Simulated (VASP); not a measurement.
# Ti (P6_3/mmc) in VASP: settings compared, part 2 of 3

VASP 6.6.1. Earlier steps stand in the parts before.

### 3 Relaxation of cell and atoms, RPBE

This run uses another cell than the first one, of 17.64 Å³/atom, 0.986 times its volume.

Contents of INCAR:

```
PREC = Accurate
ENCUT = 500
EDIFF = 1E-7
ISMEAR = 1
SIGMA = 0.2
LREAL = False
LASPH = True
NELM = 120
ALGO = Normal
ISIF = 3
LWAVE = False
LCHARG = False
GGA = RP
IBRION = 2
NSW = 80
EDIFFG = -0.01
GGA_COMPAT = False
NELMIN = 4
```

Contents of KPOINTS:

```
Automatic mesh
0
Gamma
  10 10 6
```

Contents of POSCAR:

```
Ti
1.0
    2.9500000000      0.0000000000      0.0000000000
   -1.4750000000      2.5547749412      0.0000000000
    0.0000000000      0.0000000000      4.6800000000
Ti
2
Direct
    0.6666666667      0.3333333333      0.7500000000
    0.3333333333      0.6666666667      0.2500000000
```

Potentials or basis: VASP PAW PBE potentials, release 64 (Ti_sv).

The run is started by

```
cat potpaw_PBE.64/Ti_sv/POTCAR > POTCAR
mpirun -np 1 vasp_std > vasp.out
```

OUTCAR:

```text
PREC = Accurate
   ENCUT = 500
   EDIFF = 1E-7
   ISMEAR = 1
   LREAL = False
   LASPH = True
   NELM = 120
   ISIF = 3
   GGA = RP
   IBRION = 2
   NSW = 80
   EDIFFG = -0.01
   NELMIN = 4

 ion  position               nearest neighbor table
   1  0.667  0.333  0.750-   2 2.89   2 2.89   2 2.89   2 2.89   2 2.89   2 2.89
   2  0.333  0.667  0.250-   1 2.89   1 2.89   1 2.89   1 2.89   1 2.89   1 2.89

  LATTYP: Found a hexagonal cell.
 ALAT       =     2.9500000000
 C/A-ratio  =     1.5864406780

  Lattice vectors:

 A1 = (   2.9500000000,   0.0000000000,   0.0000000000)
 A2 = (  -1.4750000000,   2.5547749412,   0.0000000000)
 A3 = (   0.0000000000,   0.0000000000,   4.6800000000)

Analysis of symmetry for initial positions (statically):
=====================================================================
 Subroutine PRICEL returns:
 Original cell was already a primitive cell.

 Routine SETGRP: Setting up the symmetry group for a
 hexagonal supercell.

 Subroutine GETGRP returns: Found 24 space group operations
 (whereof 12 operations were pure point group operations)
 out of a pool of 24 trial point group operations.

The static configuration has the point symmetry D_3d.
 The point group associated with its full space group is D_6h.

Analysis of symmetry for dynamics (positions and initial velocities):
=====================================================================
 Subroutine PRICEL returns:
 Original cell was already a primitive cell.

 Routine SETGRP: Setting up the symmetry group for a
 hexagonal supercell.

 Subroutine GETGRP returns: Found 24 space group operations
 (whereof 12 operations were pure point group operations)
 out of a pool of 24 trial point group operations.

The dynamic configuration has the point symmetry D_3d.
 The point group associated with its full space group is D_6h.

 Subroutine INISYM returns: Found 24 space group operations
 (whereof 12 operations are pure point group operations),
 and found     1 'primitive' translations

----------------------------------------------------------------------------------------

                                     Primitive cell

  volume of cell :      35.2712

  direct lattice vectors                    reciprocal lattice vectors
     2.950000000  0.000000000  0.000000000     0.338983051  0.195711956  0.000000000
    -1.475000000  2.554774941  0.000000000     0.000000000  0.391423911  0.000000000
     0.000000000  0.000000000  4.680000000     0.000000000  0.000000000  0.213675214

  length of vectors
     2.950000000  2.950000000  4.680000000     0.391423911  0.391423911  0.213675214

  position of ions in fractional coordinates (direct lattice)
     0.666666667  0.333333333  0.750000000
     0.333333333  0.666666667  0.250000000

  ion indices of the primitive-cell ions
   primitive index   ion index
                 1           1
                 2           2

----------------------------------------------------------------------------------------

 KPOINTS: Automatic mesh

Automatic generation of k-mesh.
 Grid dimensions read from file:
 generate k-points for:   10   10    6

 Generating k-lattice:
[... 23 lines left out ...]
  0.400000  0.000000  0.000000      6.000000
  0.500000  0.000000  0.000000      3.000000
[... 16 lines left out ...]
  0.300000  0.100000  0.166667     24.000000
  0.400000  0.100000  0.166667     24.000000
 [... further k-points ...]
   k-points           NKPTS =     56   k-points in BZ     NKDIM =     56   number of bands    NBANDS=     16
   number of dos      NEDOS =    301   number of ions     NIONS =      2
   total plane-waves  NPLWV =  20736
   dimension x,y,z NGX =    24 NGY =   24 NGZ =   36
   dimension x,y,z NGXF=    48 NGYF=   48 NGZF=   72
   ions per type =               2
   NGX,Y,Z   is equivalent  to a cutoff of  13.53, 13.53, 12.79 a.u.
   NGXF,Y,Z  is equivalent  to a cutoff of  27.05, 27.05, 25.58 a.u.
 SYSTEM =  unknown system
   PREC   = accura    normal or accurate (medium, high low for compatibility)
   ISTART =      0    job   : 0-new  1-cont  2-samecut
   ICHARG =      2    charge: 1-file 2-atom 10-const
   ISPIN  =      1    spin polarized calculation?
   LNONCOLLINEAR =      F non collinear calculations
   LSORBIT =      F    spin-orbit coupling
   LASPH  =      T    aspherical Exc in radial PAW
   ENCUT  =  500.0 eV  36.75 Ry    6.06 a.u.   5.38  5.38  8.53*2*pi/ulx,y,z
   NELM   =    120;   NELMIN=  4; NELMDL= -5     # of ELM steps
   EDIFF  = 0.1E-06   stopping-criterion for ELM
   LREAL  =      F    real-space projection
   EDIFFG = -.1E-01   stopping-criterion for IOM
   NSW    =     80    number of steps for IOM
   IBRION =      2    ionic relax: 0-MD 1-quasi-New 2-CG
   NFREE  =      1    steps in history (QN), initial steepest desc. (CG)
   ISIF   =      3    stress and relaxation
   ISYM   =      2    0-nonsym 1-usesym 2-fastsym
   POTIM  = 0.5000    time-step for ionic-motion
   TEBEG  =    0.0;   TEEND  =   0.0 temperature during run
   PSTRESS=    0.0 pullay stress
   NELECT =      24.0000    total number of electrons
   NUPDOWN=      -1.0000    fix difference up-down
   EMIN   =  10.00;   EMAX   =-10.00  energy-range for DOS
   EFERMI =   0.00;   METHOD = LEGACY
   ISMEAR =     1;   SIGMA  =   0.20  broadening in eV -4-tet -1-fermi 0-gaus
   EFERMI_NEDOS =   21; number of points for ismear=-14 and -15
   IALGO  =     38    algorithm
   IMIX   =      4    mixing-type and parameters
     AMIX     =   0.40;   BMIX     =  1.00
     AMIX_MAG =   1.60;   BMIX_MAG =  1.00
  volume/ion in A,a.u.               =      17.64       119.01
  Fermi-wavevector in a.u.,A,eV,Ry     =   1.439920  2.721055 28.209912  2.073370
  Thomas-Fermi vector in A             =   2.558722
   LORBIT       =      0    0 simple, 1 ext, 2 COOP (PROOUT), +10 PAW based schemes
   GGA     = RP    functional components
   LHFCALC =     F    Hartree Fock is set to
   AEXX    =    0.0000 exact exchange contribution
   IVDW    =     0    specifies the selected vdW correction
   LEPSILON=     F    determine dielectric tensor
   LRPA    =     F    only Hartree local field effects (RPA)
 conjugate gradient relaxation of ions
 non-spin polarized calculation
 Methfessel and Paxton  Order N= 1 SIGMA  =   0.20
  energy-cutoff  :      500.00
  volume of cell :       35.27
 maximum number of plane-waves:       929
 NGX is ok and might be reduce to    24
   NGX = 11   NGY = 11   NGZ = 17

--------------------------------------- Ionic step        1  -------------------------------------------

 number of electron      24.0000002 magnetization

 Free energy of the ion-electron system (eV)
  ---------------------------------------------------
  ext. energy  EPLUGINS =         0.00000000
  ---------------------------------------------------
  free energy    TOTEN  =       -14.87342213 eV

  energy without entropy =      -14.87642034  energy(sigma->0) =      -14.87442154

------------------------ aborting loop because EDIFF is reached ----------------------------------------

  FORCE on cell =-STRESS in cart. coord.  units (eV):
  Direction    XX          YY          ZZ          XY          YZ          ZX
  --------------------------------------------------------------------------------------
  -------------------------------------------------------------------------------------
  Total        0.3114619      0.3114619      0.2123288      0.0000000      0.0000000      0.0000000
  in kB       14.1479979     14.1479979      9.6449279      0.0000000      0.0000000      0.0000000
  external PRESSURE =      12.6469746 kB  Pullay stress =       0.0000000 kB
[... 131 lines left out ...]
--------------------------------------- Ionic step        5  -------------------------------------------

 number of electron      24.0000005 magnetization

 Free energy of the ion-electron system (eV)
  ---------------------------------------------------
  ext. energy  EPLUGINS =         0.00000000
  ---------------------------------------------------
  free energy    TOTEN  =       -14.87517599 eV

  energy without entropy =      -14.87844782  energy(sigma->0) =      -14.87626660

 E-fermi :   8.1746     XC(G=0): -11.2630

 val. band max:        8.1684598459   @ k =   0.3000   0.3000   0.3333
 cond. band min:       8.2176715875   @ k =   0.3000   0.2000   0.3333
 fundamental gap:      0.0492117415
 Fermi energy:         8.1746096616

 k-point     1 :       0.0000    0.0000    0.0000
  band No.  band energies     occupation
      1     -48.8854      2.00000
      2     -48.7637      2.00000
      3     -25.3749      2.00000
      4     -24.7838      2.00000
      5     -24.7838      2.00000
      6     -24.7294      2.00000
[... 433 lines left out ...]
      3     -25.2293      2.00000
      4     -25.1246      2.00000
      5     -25.0343      2.00000
      6     -24.9173      2.00000
[... 8 lines left out ...]
     15       9.3017     -0.00000
     16      11.1207     -0.00000

 [... further k-points ...]
[... 5 lines left out ...]
  --------------------------------------------------------------------------------------
  -------------------------------------------------------------------------------------
  Total        0.0007811      0.0007811     -0.0030728     -0.0000000     -0.0000000      0.0000000
  in kB        0.0350664      0.0350664     -0.1379585     -0.0000000     -0.0000000      0.0000000
  external PRESSURE =      -0.0226085 kB  Pullay stress =       0.0000000 kB
[... 17 lines left out ...]
  FREE ENERGIE OF THE ION-ELECTRON SYSTEM (eV)
  ---------------------------------------------------
  free  energy   TOTEN  =       -14.8751759946 eV

  energy  without entropy=      -14.8784478231  energy(sigma->0) =      -14.87626660

 reached required accuracy - stopping structural energy minimisation
```

Wall time 72 s (1 thread of Intel Xeon Platinum 8488C (Sapphire Rapids), shared host); peak memory 0.16 GiB.

What came out:

* Free energy: -14.8752 eV
* Relaxed volume: 17.84 Å³/atom
* Relaxed cell: a = 2.965 Å, b = 2.965 Å, c = 4.686 Å, α = 90.00°, β = 90.00°, γ = 120.00°
* Space group after relaxing (to 0.05 Å): P6_3/mmc (No. 194)
* Energy gained by relaxing: 0.9 meV/atom
* Ionic steps: 5
* Pressure after relaxing: 0.0 GPa
* Band gap on the k mesh: zero (band 12 reaches 8.94 eV, above the bottom of band 13 at 7.92 eV)

Step by step:
```
step  energy change (eV)  largest force (eV/Å)  pressure (GPa)  volume (Å³)
   1              0.0000                0.0000            1.26        35.27
   2             -0.0009                0.0000           -0.88        35.99
   3             -0.0017                0.0000           -0.02        35.69
   4             -0.0017                0.0000           -0.01        35.69
   5             -0.0018                0.0000            0.00        35.69
```

Final structure:
```xyz
2
Lattice="2.9654 0.0000 0.0000 -1.4827 2.5681 0.0000 0.0000 0.0000 4.6861" Properties=species:S:1:pos:R:3 pbc="T T T"
Ti    1.4827    0.8560    3.5146
Ti    0.0000    1.7121    1.1715
```

Caveat: the PAW data sets were made with another functional, which shifts forces and pressure a little. RPBE and its kin give volumes clearly too large for solids.

### 4 Relaxation of cell and atoms, revPBE

This run uses another cell than the first one, of 17.64 Å³/atom, 0.986 times its volume.

Contents of INCAR:

```
SYSTEM = Ti
ALGO = Normal
EDIFF = 1E-7
EDIFFG = -0.005
ENCUT = 500
GGA = RE
GGA_COMPAT = .FALSE.
IBRION = 2
ISIF = 3
ISMEAR = -1
LASPH = .TRUE.
LCHARG = .FALSE.
LREAL = .FALSE.
LWAVE = .FALSE.
NELM = 120
NELMIN = 4
NSW = 80
PREC = Accurate
SIGMA = 0.05
```

Contents of KPOINTS:

```
k-points
0
G
  10 10 6
  0 0 0
```

POSCAR is that of step 3.

Potentials or basis: VASP PAW PBE potentials, release 64 (Ti_sv).

The run is started by

```
cat potpaw_PBE.64/Ti_sv/POTCAR > POTCAR
mpirun -np 1 vasp_std > vasp.out
```

OUTCAR:

```text
SYSTEM = Ti
   EDIFF = 1E-7
   EDIFFG = -0.005
   ENCUT = 500
   GGA = RE
   IBRION = 2
   ISIF = 3
   ISMEAR = -1
   LASPH = .TRUE.
   LREAL = .FALSE.
   NELM = 120
   NELMIN = 4
   NSW = 80
   PREC = Accurate

 ion  position               nearest neighbor table
   1  0.667  0.333  0.750-   2 2.89   2 2.89   2 2.89   2 2.89   2 2.89   2 2.89
   2  0.333  0.667  0.250-   1 2.89   1 2.89   1 2.89   1 2.89   1 2.89   1 2.89

  LATTYP: Found a hexagonal cell.
 ALAT       =     2.9500000000
 C/A-ratio  =     1.5864406780

  Lattice vectors:

 A1 = (   2.9500000000,   0.0000000000,   0.0000000000)
 A2 = (  -1.4750000000,   2.5547749412,   0.0000000000)
 A3 = (   0.0000000000,   0.0000000000,   4.6800000000)

Analysis of symmetry for initial positions (statically):
=====================================================================
 Subroutine PRICEL returns:
 Original cell was already a primitive cell.

 Routine SETGRP: Setting up the symmetry group for a
 hexagonal supercell.

 Subroutine GETGRP returns: Found 24 space group operations
 (whereof 12 operations were pure point group operations)
 out of a pool of 24 trial point group operations.

The static configuration has the point symmetry D_3d.
 The point group associated with its full space group is D_6h.

Analysis of symmetry for dynamics (positions and initial velocities):
=====================================================================
 Subroutine PRICEL returns:
 Original cell was already a primitive cell.

 Routine SETGRP: Setting up the symmetry group for a
 hexagonal supercell.

 Subroutine GETGRP returns: Found 24 space group operations
 (whereof 12 operations were pure point group operations)
 out of a pool of 24 trial point group operations.

The dynamic configuration has the point symmetry D_3d.
 The point group associated with its full space group is D_6h.
[... 121 lines left out ...]
  Fermi-wavevector in a.u.,A,eV,Ry     =   1.439920  2.721055 28.209912  2.073370
  Thomas-Fermi vector in A             =   2.558722
   LORBIT       =      0    0 simple, 1 ext, 2 COOP (PROOUT), +10 PAW based schemes
   GGA     = RE    functional components
   LHFCALC =     F    Hartree Fock is set to
   AEXX    =    0.0000 exact exchange contribution
   IVDW    =     0    specifies the selected vdW correction
   LEPSILON=     F    determine dielectric tensor
   LRPA    =     F    only Hartree local field effects (RPA)
 conjugate gradient relaxation of ions
 non-spin polarized calculation
  energy-cutoff  :      500.00
  volume of cell :       35.27
 maximum number of plane-waves:       929
 NGX is ok and might be reduce to    24
   NGX = 11   NGY = 11   NGZ = 17

--------------------------------------- Ionic step        1  -------------------------------------------

 number of electron      24.0000002 magnetization

 Free energy of the ion-electron system (eV)
  ---------------------------------------------------
  ext. energy  EPLUGINS =         0.00000000
  ---------------------------------------------------
  free energy    TOTEN  =       -15.04517583 eV

  energy without entropy =      -15.02591804  energy(sigma->0) =      -15.03554694

------------------------ aborting loop because EDIFF is reached ----------------------------------------

  FORCE on cell =-STRESS in cart. coord.  units (eV):
  Direction    XX          YY          ZZ          XY          YZ          ZX
  --------------------------------------------------------------------------------------
  -------------------------------------------------------------------------------------
  Total        0.1343946      0.1343946      0.0605291     -0.0000000     -0.0000000      0.0000000
  in kB        6.1048078      6.1048078      2.7495023     -0.0000000     -0.0000000      0.0000000
  external PRESSURE =       4.9863726 kB  Pullay stress =       0.0000000 kB
[... 131 lines left out ...]
--------------------------------------- Ionic step        5  -------------------------------------------

 number of electron      24.0000004 magnetization

 Free energy of the ion-electron system (eV)
  ---------------------------------------------------
  ext. energy  EPLUGINS =         0.00000000
  ---------------------------------------------------
  free energy    TOTEN  =       -15.04550642 eV

  energy without entropy =      -15.02619455  energy(sigma->0) =      -15.03585048

 E-fermi :   8.2038     XC(G=0): -11.3251

 val. band max:        8.1985791670   @ k =   0.0000   0.0000   0.3333
 cond. band min:       8.2144188321   @ k =   0.3000   0.3000   0.3333
 fundamental gap:      0.0158396651
 Fermi energy:         8.2037774099

 k-point     1 :       0.0000    0.0000    0.0000
  band No.  band energies     occupation
      1     -48.7888      2.00000
      2     -48.6634      2.00000
      3     -25.3029      2.00000
      4     -24.7016      2.00000
      5     -24.7016      2.00000
      6     -24.6415      2.00000
[... 433 lines left out ...]
      3     -25.1582      2.00000
      4     -25.0516      2.00000
      5     -24.9556      2.00000
      6     -24.8385      2.00000
[... 8 lines left out ...]
     15       9.3525      0.00000
     16      11.1898      0.00000

 [... further k-points ...]
[... 5 lines left out ...]
  --------------------------------------------------------------------------------------
  -------------------------------------------------------------------------------------
  Total        0.0001312      0.0001312     -0.0002852     -0.0000000     -0.0000000      0.0000000
  in kB        0.0059307      0.0059307     -0.0128946     -0.0000000     -0.0000000      0.0000000
  external PRESSURE =      -0.0003444 kB  Pullay stress =       0.0000000 kB
[... 17 lines left out ...]
  FREE ENERGIE OF THE ION-ELECTRON SYSTEM (eV)
  ---------------------------------------------------
  free  energy   TOTEN  =       -15.0455064190 eV

  energy  without entropy=      -15.0261945499  energy(sigma->0) =      -15.03585048

 reached required accuracy - stopping structural energy minimisation
```

CONTCAR:

```text
Ti
   1.00000000000000
     2.9576459879588337    0.0000000000000000   -0.0000000000000000
    -1.4788229939794169    2.5613965610096590   -0.0000000000000000
     0.0000000000000000   -0.0000000000000000    4.6772911467465663
  Ti
     2
Direct
     0.6666666667000030    0.3333333332999970    0.7500000000000000
     0.3333333332999970    0.6666666667000030    0.2500000000000000

  0.00000000E+00  0.00000000E+00  0.00000000E+00
  0.00000000E+00  0.00000000E+00  0.00000000E+00
```

Run time: 66 s. Hardware: 1 thread of Intel Xeon Platinum 8488C (Sapphire Rapids), shared host; peak memory 0.17 GiB.

What came out:

| Quantity | Value |
| --- | --- |
| Free energy | -15.0455 eV |
| Relaxed volume | 17.72 Å³/atom |
| Relaxed cell | a = 2.958 Å, b = 2.958 Å, c = 4.677 Å, α = 90.00°, β = 90.00°, γ = 120.00° |
| Space group after relaxing (to 0.05 Å) | P6_3/mmc (No. 194) |
| Energy gained by relaxing | 0.2 meV/atom |
| Ionic steps | 5 |
| Pressure after relaxing | 0.0 GPa |
| Band gap on the k mesh | zero (band 12 reaches 8.98 eV, above the bottom of band 13 at 7.97 eV) |

The path:
| step | energy change (eV) | largest force (eV/Å) | pressure (GPa) | volume (Å³) |
| --- | --- | --- | --- | --- |
| 1 | 0.0000 | 0.0000 | 0.50 | 35.27 |
| 2 | -0.0002 | 0.0000 | -0.36 | 35.55 |
| 3 | -0.0003 | 0.0000 | -0.03 | 35.44 |
| 4 | -0.0003 | 0.0000 | -0.02 | 35.44 |
| 5 | -0.0003 | 0.0000 | 0.00 | 35.43 |

Final structure:
```xyz
2
Lattice="2.9576 0.0000 0.0000 -1.4788 2.5614 0.0000 0.0000 0.0000 4.6773" Properties=species:S:1:pos:R:3 pbc="T T T"
Ti    1.4788    0.8538    3.5080
Ti    0.0000    1.7076    1.1693
```

Caveat: the PAW data sets were made with another functional, which shifts forces and pressure a little. revPBE gives volumes clearly too large for solids.

(Part 2 of 3 ends here.)
